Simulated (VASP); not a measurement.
# Re2Sb3 (P-3m1) in VASP: a series of runs

Runs on Re2Sb3. Level: PBE. Tasks: single point, relaxation of cell and atoms.

Program: VASP 6.6.1. These are calculated values, not measurements. Logs are shortened: lines on timing, memory, paths and dates and some standing lists are left out, and cuts for length are marked.

### Step 1. The cell of the first run

It takes space group P-3m1 (No. 164, trigonal). The conventional cell has a = 4.514 Å, b = 4.514 Å, c = 5.910 Å, α = 90.00°, β = 90.00°, γ = 120.00°. Within 3.7 Å of Re (site symmetry 3m) lie 8 Sb at 2.77 to 2.99 Å and 3 Re at 3.22 Å. Within 3.7 Å of Sb (site symmetry -3m) lie 6 Re at 2.77 Å and 6 Sb at 3.31 Å. Sb (site symmetry 3m) has 5 Re at 2.83 to 2.99 Å and 6 Sb at 3.18 to 3.31 Å within 3.7 Å.

### Step 2. Single point, PBE

Contents of INCAR:

```
  PREC = Accurate
  ENCUT = 520
  EDIFF = 1E-6
  ISMEAR = 0
  SIGMA = 0.1
  LREAL = F
  LASPH = T
  NELM = 60
  ALGO = Normal
  ISIF = 2
  LWAVE = F
  LCHARG = F
  GGA = PE
  NBANDS = 22
```

Contents of KPOINTS:

```
regular mesh
0
Gamma
  6 6 4
```

Contents of POSCAR:

```
Re2Sb3
1.0
    4.5144650481      0.0000000000      0.0000000000
   -2.2572325240      3.9096414162      0.0000000000
    0.0000000000      0.0000000000      5.9095167498
Re Sb
2 3
Direct
    0.3333333333      0.6666666667      0.1593557542
    0.6666666667      0.3333333333      0.8406442458
    0.0000000000      0.0000000000      0.0000000000
    0.3333333333      0.6666666667      0.6535754082
    0.6666666667      0.3333333333      0.3464245918
```

Potentials or basis: VASP PAW PBE potentials, release 64 (Re, Sb).

Run with:

```
cat potpaw_PBE.64/Re/POTCAR potpaw_PBE.64/Sb/POTCAR > POTCAR
mpirun -np 1 vasp_std > vasp.out
```

OUTCAR:

```text
PREC = Accurate
   ENCUT = 520
   EDIFF = 1E-6
   ISMEAR = 0
   LREAL = F
   LASPH = T
   NELM = 60
   ISIF = 2
   GGA = PE

 ion  position               nearest neighbor table
   1  0.333  0.667  0.159-   3 2.77   3 2.77   3 2.77   5 2.83   5 2.83   5 2.83   4 2.92   4 2.99
                             2 3.22   2 3.22   2 3.22
   2  0.667  0.333  0.841-   3 2.77   3 2.77   3 2.77   4 2.83   4 2.83   4 2.83   5 2.92   5 2.99
                             1 3.22   1 3.22   1 3.22
   3  0.000  0.000  0.000-   1 2.77   2 2.77   2 2.77   1 2.77   2 2.77   1 2.77   4 3.31   5 3.31
                             5 3.31   4 3.31   4 3.31   5 3.31
   4  0.333  0.667  0.654-   2 2.83   2 2.83   2 2.83   1 2.92   1 2.99   5 3.18   5 3.18   5 3.18
                             3 3.31   3 3.31   3 3.31
   5  0.667  0.333  0.346-   1 2.83   1 2.83   1 2.83   2 2.92   2 2.99   4 3.18   4 3.18   4 3.18
                             3 3.31   3 3.31   3 3.31

  LATTYP: Found a hexagonal cell.
 ALAT       =     4.5144650481
 C/A-ratio  =     1.3090181642

  Lattice vectors:

 A1 = (   4.5144650481,   0.0000000000,   0.0000000000)
 A2 = (  -2.2572325240,   3.9096414162,   0.0000000000)
 A3 = (   0.0000000000,   0.0000000000,   5.9095167498)

Analysis of symmetry for initial positions (statically):
=====================================================================
 Subroutine PRICEL returns:
 Original cell was already a primitive cell.

 Routine SETGRP: Setting up the symmetry group for a
 hexagonal supercell.

 Subroutine GETGRP returns: Found 12 space group operations
 (whereof 12 operations were pure point group operations)
 out of a pool of 24 trial point group operations.

The static configuration has the point symmetry D_3d.

Analysis of symmetry for dynamics (positions and initial velocities):
=====================================================================
 Subroutine PRICEL returns:
 Original cell was already a primitive cell.

 Routine SETGRP: Setting up the symmetry group for a
 hexagonal supercell.

 Subroutine GETGRP returns: Found 12 space group operations
 (whereof 12 operations were pure point group operations)
 out of a pool of 24 trial point group operations.

The dynamic configuration has the point symmetry D_3d.

 Subroutine INISYM returns: Found 12 space group operations
 (whereof 12 operations are pure point group operations),
 and found     1 'primitive' translations

----------------------------------------------------------------------------------------

                                     Primitive cell

  volume of cell :     104.3026

  direct lattice vectors                    reciprocal lattice vectors
     4.514465048  0.000000000  0.000000000     0.221510188  0.127888966  0.000000000
    -2.257232524  3.909641416  0.000000000     0.000000000  0.255777933  0.000000000
     0.000000000  0.000000000  5.909516750     0.000000000  0.000000000  0.169218574

  length of vectors
     4.514465048  4.514465048  5.909516750     0.255777933  0.255777933  0.169218574

  position of ions in fractional coordinates (direct lattice)
     0.333333333  0.666666667  0.159355754
     0.666666667  0.333333333  0.840644246
     0.000000000  0.000000000  0.000000000
     0.333333333  0.666666667  0.653575408
     0.666666667  0.333333333  0.346424592

  ion indices of the primitive-cell ions
   primitive index   ion index
                 1           1
                 2           2
                 3           3
                 4           4
                 5           5

----------------------------------------------------------------------------------------

 KPOINTS: regular mesh

Automatic generation of k-mesh.
 Grid dimensions read from file:
 generate k-points for:    6    6    4

 Generating k-lattice:

  Cartesian coordinates                     Fractional coordinates (reciprocal lattice)
     0.036918365  0.021314828  0.000000000     0.166666667  0.000000000  0.000000000
     0.000000000  0.042629655  0.000000000     0.000000000  0.166666667  0.000000000
     0.000000000  0.000000000  0.042304644     0.000000000  0.000000000  0.250000000

  Length of vectors
     0.042629655  0.042629655  0.042304644

  Shift w.r.t. Gamma in fractional coordinates (k-lattice)
     0.000000000  0.000000000  0.000000000

 Subroutine IBZKPT returns following result:
 ===========================================

 Found     24 irreducible k-points:

 Following reciprocal coordinates:
            Coordinates               Weight
  0.000000  0.000000  0.000000      1.000000
  0.166667  0.000000  0.000000      6.000000
  0.333333  0.000000  0.000000      6.000000
  0.500000 -0.000000  0.000000      3.000000
  0.166667  0.166667  0.000000      6.000000
  0.333333  0.166667  0.000000     12.000000
[... 16 lines left out ...]
  0.333333  0.166667  0.500000     12.000000
  0.333333  0.333333  0.500000      2.000000
   k-points           NKPTS =     24   k-points in BZ     NKDIM =     24   number of bands    NBANDS=     22
   number of dos      NEDOS =    301   number of ions     NIONS =      5
   total plane-waves  NPLWV =  62208
   dimension x,y,z NGX =    36 NGY =   36 NGZ =   48
   dimension x,y,z NGXF=    72 NGYF=   72 NGZF=   96
   ions per type =               2   3
   NGX,Y,Z   is equivalent  to a cutoff of  13.26, 13.26, 13.50 a.u.
   NGXF,Y,Z  is equivalent  to a cutoff of  26.51, 26.51, 27.01 a.u.
 SYSTEM =  unknown system
   PREC   = accura    normal or accurate (medium, high low for compatibility)
   ISTART =      0    job   : 0-new  1-cont  2-samecut
   ICHARG =      2    charge: 1-file 2-atom 10-const
   ISPIN  =      1    spin polarized calculation?
   LNONCOLLINEAR =      F non collinear calculations
   LSORBIT =      F    spin-orbit coupling
   LASPH  =      T    aspherical Exc in radial PAW
   ENCUT  =  520.0 eV  38.22 Ry    6.18 a.u.   8.39  8.39 10.99*2*pi/ulx,y,z
   NELM   =     60;   NELMIN=  2; NELMDL= -5     # of ELM steps
   EDIFF  = 0.1E-05   stopping-criterion for ELM
   LREAL  =      F    real-space projection
[... 7 lines left out ...]
   TEBEG  =    0.0;   TEEND  =   0.0 temperature during run
   PSTRESS=    0.0 pullay stress
   NELECT =      29.0000    total number of electrons
   NUPDOWN=      -1.0000    fix difference up-down
   EMIN   =  10.00;   EMAX   =-10.00  energy-range for DOS
   EFERMI =   0.00;   METHOD = LEGACY
   ISMEAR =     0;   SIGMA  =   0.10  broadening in eV -4-tet -1-fermi 0-gaus
   EFERMI_NEDOS =   21; number of points for ismear=-14 and -15
   IALGO  =     38    algorithm
   IMIX   =      4    mixing-type and parameters
     AMIX     =   0.40;   BMIX     =  1.00
     AMIX_MAG =   1.60;   BMIX_MAG =  1.00
  volume/ion in A,a.u.               =      20.86       140.77
  Fermi-wavevector in a.u.,A,eV,Ry     =   1.068503  2.019178 15.533755  1.141699
  Thomas-Fermi vector in A             =   2.204153
   LORBIT       =      0    0 simple, 1 ext, 2 COOP (PROOUT), +10 PAW based schemes
   GGA     = PE    functional components
   LHFCALC =     F    Hartree Fock is set to
   AEXX    =    0.0000 exact exchange contribution
   IVDW    =     0    specifies the selected vdW correction
   LEPSILON=     F    determine dielectric tensor
   LRPA    =     F    only Hartree local field effects (RPA)
 non-spin polarized calculation
 Gauss-broadening in eV      SIGMA  =   0.10
  energy-cutoff  :      520.00
  volume of cell :      104.30
 maximum number of plane-waves:      2878
 NGX is ok and might be reduce to    36
   NGX = 17   NGY = 17   NGZ = 21

 number of electron      28.9999999 magnetization

 Free energy of the ion-electron system (eV)
  ---------------------------------------------------
  ext. energy  EPLUGINS =         0.00000000
  ---------------------------------------------------
  free energy    TOTEN  =       -34.59848242 eV

  energy without entropy =      -34.58191312  energy(sigma->0) =      -34.59019777

 E-fermi :   8.9094     XC(G=0): -11.3629

 val. band max:        8.8982152171   @ k =   0.1667   0.0000   0.0000
 cond. band min:       8.9925027314   @ k =   0.0000   0.0000   0.0000
 fundamental gap:      0.0942875143
 Fermi energy:         8.9094070328

 k-point     1 :       0.0000    0.0000    0.0000
  band No.  band energies     occupation
      1      -4.1812      2.00000
      2      -0.3803      2.00000
      3      -0.3723      2.00000
      4       3.8014      2.00000
      5       3.8014      2.00000
      6       5.4539      2.00000
[... 14 lines left out ...]
     21      13.2122      0.00000
     22      13.2124      0.00000

 k-point     2 :       0.1667    0.0000    0.0000
  band No.  band energies     occupation
      1      -3.8887      2.00000
      2      -0.4486      2.00000
      3      -0.2970      2.00000
      4       3.4236      2.00000
      5       3.9781      2.00000
      6       4.3785      2.00000
[... 14 lines left out ...]
     21      12.9753      0.00000
     22      13.0835      0.00000

 k-point     3 :       0.3333    0.0000    0.0000
  band No.  band energies     occupation
      1      -3.0600      2.00000
      2      -0.8389      2.00000
      3      -0.2984      2.00000
      4       2.9319      2.00000
      5       4.0467      2.00000
      6       4.4147      2.00000
[... 14 lines left out ...]
     21      12.3446      0.00000
     22      13.5186      0.00000
[... 476 lines left out ...]
 k-point    23 :       0.3333    0.1667    0.5000
  band No.  band energies     occupation
      1      -1.6997      2.00000
      2      -1.4535      2.00000
      3      -0.5088      2.00000
      4       1.9213      2.00000
      5       3.0753      2.00000
      6       3.8228      2.00000
[... 14 lines left out ...]
     21      13.6456      0.00000
     22      14.1650      0.00000

 k-point    24 :       0.3333    0.3333    0.5000
  band No.  band energies     occupation
      1      -1.3358      2.00000
      2      -0.9322      2.00000
      3      -0.9322      2.00000
      4       2.0647      2.00000
      5       2.0647      2.00000
      6       3.2653      2.00000
[... 14 lines left out ...]
     21      13.8928      0.00000
     22      13.8976      0.00000

------------------------ aborting loop because EDIFF is reached ----------------------------------------

  FORCE on cell =-STRESS in cart. coord.  units (eV):
  Direction    XX          YY          ZZ          XY          YZ          ZX
  --------------------------------------------------------------------------------------
  -------------------------------------------------------------------------------------
  Total       -0.1317985     -0.1317985     -0.1119776     -0.0000000      0.0000000     -0.0000000
  in kB       -2.0245374     -2.0245374     -1.7200720     -0.0000000      0.0000000     -0.0000000
  external PRESSURE =      -1.9230489 kB  Pullay stress =       0.0000000 kB

 VOLUME and BASIS-vectors are now :
 -----------------------------------------------------------------------------
  energy-cutoff  :      520.00
  volume of cell :      104.30
      direct lattice vectors                 reciprocal lattice vectors
     4.514465048  0.000000000  0.000000000     0.221510188  0.127888966  0.000000000
    -2.257232524  3.909641416  0.000000000     0.000000000  0.255777933  0.000000000
     0.000000000  0.000000000  5.909516750     0.000000000  0.000000000  0.169218574

 POSITION                                       TOTAL-FORCE (eV/Angst)
 -----------------------------------------------------------------------------------
     -0.00000      2.60643      0.94172        -0.000000      0.000000      0.037331
      2.25723      1.30321      4.96780         0.000000      0.000000     -0.037331
      0.00000      0.00000      0.00000        -0.000000      0.000000     -0.000000
     -0.00000      2.60643      3.86231        -0.000000      0.000000      0.028242
      2.25723      1.30321      2.04720         0.000000      0.000000     -0.028242
 -----------------------------------------------------------------------------------
    total drift:                               -0.000000      0.000000     -0.000000

  FREE ENERGIE OF THE ION-ELECTRON SYSTEM (eV)
  ---------------------------------------------------
  free  energy   TOTEN  =       -34.5984824157 eV

  energy  without entropy=      -34.5819131158  energy(sigma->0) =      -34.59019777
```

Run time: 66 s. Hardware: 1 thread of Intel Xeon Platinum 8259CL at 2.50GHz (Skylake/Cascade Lake), shared host; peak memory 0.25 GiB.

Results:

| Property | Result |
| --- | --- |
| Free energy | -34.5985 eV |
| Pressure | -0.2 GPa |
| Largest force | 0.037 eV/Å |
| Band gap on the k mesh | zero (an odd number of electrons rules out a gap without spin polarisation) |

Forces on the atoms (eV/Å):
```
Re   0.000  0.000  0.037
Re   0.000  0.000 -0.037
Sb   0.000  0.000  0.000
Sb   0.000  0.000  0.028
Sb   0.000  0.000 -0.028
```

Caveat: spin-orbit coupling is left out, which moves the levels of the heavy elements.

### Step 3. Single point, PBE

Changes to INCAR since step 2:

```diff
@@ -8,3 +8,3 @@
   NELM = 60
-  ALGO = Normal
+  ALGO = Fast
   ISIF = 2
```

KPOINTS is that of step 2.

POSCAR is that of step 2.

Potentials or basis: VASP PAW PBE potentials, release 64 (Re, Sb).

Run with:

```
cat potpaw_PBE.64/Re/POTCAR potpaw_PBE.64/Sb/POTCAR > POTCAR
mpirun -np 1 vasp_std > vasp.out
```

Wall time 2.9 min (1 thread of Oxide Virtual Turin-like, shared host); peak memory 0.23 GiB.

Results (log left out):

| Item | Value |
| --- | --- |
| Free energy | -34.5985 eV |
| Pressure | -0.1 GPa |
| Largest force | 0.037 eV/Å |
| Band gap on the k mesh | zero (an odd number of electrons rules out a gap without spin polarisation) |

Forces in eV/Å, atoms in the order of the input:
```
Re   0.000  0.000  0.037
Re   0.000  0.000 -0.037
Sb   0.000  0.000  0.000
Sb   0.000  0.000  0.028
Sb   0.000  0.000 -0.028
```

Levels at points of the mesh, in eV from the Fermi level:
```csv
k point,band 12,band 13,band 14,band 15,band 16,band 17,band 18,band 19
"(0.00, 0.00, 0.00)",-0.83,-0.20,-0.20,0.08,1.44,1.44,1.57,1.57
"(0.50, 0.00, 0.00)",-1.89,-1.14,-0.65,-0.09,0.21,1.57,2.35,2.85
"(0.00, 0.00, 0.50)",-1.22,-1.22,-0.40,1.31,1.31,2.36,2.52,3.10
"(0.50, 0.00, 0.50)",-1.68,-1.14,-0.48,-0.07,0.37,1.86,2.29,2.59
```

Caveat: spin-orbit coupling is left out, which moves the levels of the heavy elements.

### Step 4. Relaxation of cell and atoms, PBE

This run uses another cell than the first one, of 21.96 Å³/atom.

Contents of INCAR:

```
PREC     = Accurate       # precision mode
ENCUT    = 600            # plane-wave cutoff, eV
EDIFF    = 1E-7           # SCF threshold, eV
ISMEAR   = 0              # smearing method
SIGMA    = 0.1            # smearing width, eV
LREAL    = False          # projectors in reciprocal space
LASPH    = True           # aspherical terms in the spheres
NELM     = 80             # most SCF steps
ALGO     = Normal         # electronic algorithm
ISIF     = 3              # what is computed and relaxed
LWAVE    = False          # write WAVECAR
LCHARG   = False          # write CHGCAR
GGA      = PE             # functional
IBRION   = 2              # ionic algorithm
NSW      = 90             # ionic steps
EDIFFG   = -0.04          # ionic threshold
```

Contents of KPOINTS:

```
Automatic mesh
0
Gamma
  6 6 4
```

Contents of POSCAR:

```
Re2Sb3
1.0
    4.3357395027      0.0000000000      0.0000000000
   -2.1678697513      3.7548605535      0.0000000000
    0.0000000000      0.0000000000      6.7457063836
Re Sb
2 3
Direct
    0.3333333333      0.6666666667      0.2450000000
    0.6666666667      0.3333333333      0.7550000000
    0.0000000000      0.0000000000      0.0000000000
    0.3333333333      0.6666666667      0.6450000000
    0.6666666667      0.3333333333      0.3550000000
```

Run with:

```
cat potpaw_PBE.64/Re/POTCAR potpaw_PBE.64/Sb/POTCAR > POTCAR
mpirun -np 1 vasp_std > vasp.out
```

Wall time 33 min (1 thread of Oxide Virtual Turin-like, shared host); peak memory 0.26 GiB.

It converged, with:

```
Free energy                           : -34.5997 eV
Relaxed volume                        : 20.81 Å³/atom
Relaxed cell                          : a = 4.510 Å, b = 4.510 Å, c = 5.907 Å, α = 90.00°, β = 90.00°, γ = 120.00°
Space group after relaxing (to 0.1 Å) : P-3m1 (No. 164)
Energy gained by relaxing             : 292.9 meV/atom
Ionic steps                           : 26
Pressure after relaxing               : 0.1 GPa
Largest force after relaxing          : 0.025 eV/Å
Band gap on the k mesh                : zero (an odd number of electrons rules out a gap without spin polarisation)
```

Forces in eV/Å, atoms in the order of the input:
```
Re   0.000  0.000  0.001
Re   0.000  0.000 -0.001
Sb   0.000  0.000  0.000
Sb   0.000  0.000  0.025
Sb   0.000  0.000 -0.025
```

The path:
| step | energy change (eV) | largest force (eV/Å) | pressure (GPa) | volume (Å³) |
| --- | --- | --- | --- | --- |
| 1 | 0.0000 | 1.3286 | 4.72 | 109.82 |
| 2 | 0.0387 | 0.3076 | -7.55 | 120.44 |
| 3 | -0.1066 | 0.6357 | -1.60 | 114.48 |
| 4 | -0.1822 | 0.6249 | -1.28 | 113.08 |
| 5 | -0.3842 | 0.7974 | 0.23 | 108.94 |
| 6 | -0.1633 | 2.4862 | 8.45 | 100.96 |
| 7 | -0.4337 | 0.7184 | 1.48 | 106.86 |
| 8 | -0.4390 | 0.9473 | 2.20 | 105.91 |
| 9 | -0.4634 | 1.0489 | 2.15 | 105.72 |
| 10 | -0.5342 | 1.3676 | 2.13 | 105.15 |
| 11 | -0.6402 | 1.9683 | 2.63 | 103.99 |
| 12 | -0.7923 | 1.9178 | 1.34 | 104.47 |
| 13 | -1.0728 | 1.7909 | -1.50 | 105.75 |
| 14 | -1.0083 | 1.2286 | -2.73 | 107.55 |
| 15 | -1.0386 | 1.4347 | -2.94 | 107.24 |
| 16 | -1.1131 | 1.6827 | -2.80 | 106.58 |
| 17 | -1.1137 | 1.7379 | -2.37 | 106.24 |
| 18 | -1.2257 | 1.5049 | -1.00 | 104.84 |
| 19 | -1.3733 | 0.6480 | 4.70 | 100.69 |
| 20 | -1.4477 | 0.2386 | 1.56 | 102.73 |
| 21 | -1.4570 | 0.0462 | 0.08 | 103.83 |
| 22 | -1.4570 | 0.0570 | 0.17 | 103.77 |
| 23 | -1.4598 | 0.0535 | 0.09 | 103.86 |
| 24 | -1.4642 | 0.0483 | -0.08 | 104.15 |
| 25 | -1.4644 | 0.0480 | -0.12 | 104.21 |
| 26 | -1.4645 | 0.0252 | 0.14 | 104.05 |

Final structure:
```
CELL_PARAMETERS angstrom
4.51012 0.00000 0.00000
-2.25506 3.90588 0.00000
0.00000 0.00000 5.90650
ATOMIC_POSITIONS crystal
Re 0.33333 0.66667 0.16019
Re 0.66667 0.33333 0.83981
Sb 0.00000 0.00000 0.00000
Sb 0.33333 0.66667 0.65320
Sb 0.66667 0.33333 0.34680
```

Levels at points of the mesh, in eV from the Fermi level:
| k point | band 12 | band 13 | band 14 | band 15 | band 16 | band 17 | band 18 |
| --- | --- | --- | --- | --- | --- | --- | --- |
| (0.00, 0.00, 0.00) | -0.81 | -0.20 | -0.20 | 0.06 | 1.45 | 1.45 | 1.58 |
| (0.50, 0.00, 0.00) | -1.88 | -1.14 | -0.66 | -0.08 | 0.24 | 1.58 | 2.36 |
| (0.00, 0.00, 0.50) | -1.22 | -1.22 | -0.38 | 1.31 | 1.31 | 2.39 | 2.51 |
| (0.50, 0.00, 0.50) | -1.68 | -1.13 | -0.48 | -0.07 | 0.38 | 1.89 | 2.30 |

Caveat: spin-orbit coupling is left out, which moves the levels of the heavy elements.

The gap in the log of VASP goes by the Fermi energy; the results here count the filled bands.